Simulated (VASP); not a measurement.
Runs of VASP 6.6.1 on MoRu2. The structure is that of space group Fm-3m (No. 225), or close to it. The cells are those of the table. 

```csv
task,cell,k mesh,gap on the mesh (eV),pressure (GPa)
single point,"a = 3.760 Å, angles 60.0°, 3 atoms",6 × 6 × 6,none,129.0
relaxation of cell and atoms,"relaxed from a = 3.760 Å, angles 60.0°, 3 atoms",6 × 6 × 6,none,-0.1
single point,"a = 4.159 Å, angles 60.0°, 3 atoms",14 × 14 × 14,none,0.3
single point,"a = 4.156 Å, angles 60.0°, 3 atoms",6 × 6 × 6,none,(a)
```

Alike in all rows: level PBE; potentials or basis VASP PAW PBE potentials, release 64 (Mo_sv, Ru_pv); no spin polarisation; cutoff (eV) 500; smearing gaussian 0.1 eV.

Q: Estimate the missing entries.

A: (a) 0.4.

A k mesh can miss the band edges, and the runs leave out spin-orbit coupling on Mo, Ru.

A gap of «none» marks levels without a gap at the run's occupations.
